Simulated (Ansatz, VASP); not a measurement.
# O in VASP and in Ansatz

File INCAR:

```
SYSTEM = O
  PREC = Accurate
  ENCUT = 520
  EDIFF = 1E-6
  ISMEAR = -1
  SIGMA = 0.05
  LREAL = .False.
  LASPH = .True.
  NELM = 100
  ALGO = Normal
  ISIF = 2
  LWAVE = .False.
  LCHARG = .False.
  GGA = PE
  NBANDS = 13
```

Contents of KPOINTS:

```
Automatic mesh
0
Gamma
  10 10 7
  0 0 0
```

File POSCAR:

```
O
1.0
    2.8128656582     -1.6399481055      0.0000000000
    2.8128656582      1.6399481055      0.0000000000
   -2.3621294444      0.0000000000      3.5977596782
O
2
Direct
    0.9745461700      0.9745461700      0.8444259800
    0.0254538300      0.0254538300      0.1555740200
```

The input input.yaml:

```yaml
crystal:
  lattice:
    - [2.8128656582, -1.6399481055, 0.0]
    - [2.8128656582, 1.6399481055, 0.0]
    - [-2.3621294444, 0.0, 3.5977596782]
  atoms:
    - { symbol: O, position: [0.97454617, 0.97454617, 0.84442598] }
    - { symbol: O, position: [0.02545383, 0.02545383, 0.15557402] }
kpoints:
  mp_grid: { grid: [10, 10, 7] }
scf:
  occupations: { method: fermi_dirac, width: 0.05 }
hamiltonian:
  xc: pbe
  pseudopotentials: { kind: all_electron, lapw: { basis_error: 0.0005 } }
output:
  forces: true
  stress: true
  eigenvalues: true
```

Change from the starting cell: volume scaled by 0.96.

Alike in both runs: task single point; functional PBE; k mesh 10 × 10 × 7; occupations fermi-dirac, width 0.05 eV; no spin polarisation.

```csv
,VASP,Ansatz
version,VASP 6.6.1,Ansatz 0.2.0
potentials or method,"VASP PAW PBE potentials, release 64 (O), cutoff 520 eV","all-electron LAPW, scalar-relativistic"
```

```csv
,VASP,Ansatz,Ansatz less VASP
gap on the k mesh at the Fermi level (eV),none,none,-
pressure (GPa),2.4,0.1,-2.26
"traceless stress, the component that is largest in VASP (GPa)",6.21,2.20,-4.004
rms of the force components (eV/Å),1.261,0.508,-0.7530
```

Atom by atom the forces differ by 0.760 eV/Å (rms over components). A gap of «none» marks a metal or a gap that the smearing closes. Ansatz ran all-electron here, and VASP with PAW potentials.

Noted on VASP's run: the standard files for N, O and F lose accuracy on very short bonds; spin is off for a triplet molecule. Noted on Ansatz's run: spin is off for a triplet molecule.
